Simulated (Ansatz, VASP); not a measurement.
## Br: VASP beside Ansatz

INCAR

```
SYSTEM = Br
PREC = Accurate
ENCUT = 520
EDIFF = 1E-7
ISMEAR = 0
SIGMA = 0.1
LREAL = .FALSE.
LASPH = .TRUE.
NELM = 80
ALGO = Normal
ISIF = 2
LWAVE = .FALSE.
LCHARG = .FALSE.
GGA = PE
NBANDS = 10
```

The input KPOINTS:

```
regular mesh
0
G
  8 8 8
  0 0 0
```

POSCAR

```
Br
1.0
   -1.2867684050      1.7199972000      3.5779911600
    1.2867684050     -1.7199972000      3.5779911600
    1.2867684050      1.7199972000     -3.5779911600
Br
1
Direct
    0.0000000000      0.0000000000      0.0000000000
```

Input for Ansatz:

```yaml
crystal:
  lattice:
    - [-1.286768405, 1.7199972, 3.57799116]
    - [1.286768405, -1.7199972, 3.57799116]
    - [1.286768405, 1.7199972, -3.57799116]
  atoms:
    - { symbol: Br, position: [0.0, 0.0, 0.0] }
basis:
  ecutwfc: 420
kpoints:
  mp_grid: { grid: [8, 8, 8] }
hamiltonian:
  xc: pbe
scf:
  occupations: { method: gaussian, width: 0.1 }
output:
  forces: true
  stress: true
  eigenvalues: true
```

Alike in both runs: task single point; functional PBE; k mesh 8 × 8 × 8; occupations gaussian, width 0.1 eV; no spin polarisation.

|  | VASP | Ansatz |
| --- | --- | --- |
| version | VASP 6.6.1 | Ansatz 0.2.0 |
| potentials or method | VASP PAW PBE potentials, release 64 (Br), cutoff 520 eV | scalar-relativistic, plane waves, PAW |
| valence electrons in the cell | 7 | 7 |

```csv
,VASP,Ansatz,Ansatz less VASP
gap on the k mesh at the Fermi level (eV),none,none,-
pressure (GPa),1.0,1.0,-0.01
"traceless stress, the component that is largest in VASP (GPa)",0.16,0.17,+0.007
```

A gap of «none» marks a metal or a gap that the smearing closes.

The k mesh is coarse, so the values compare programs but aren't converged.
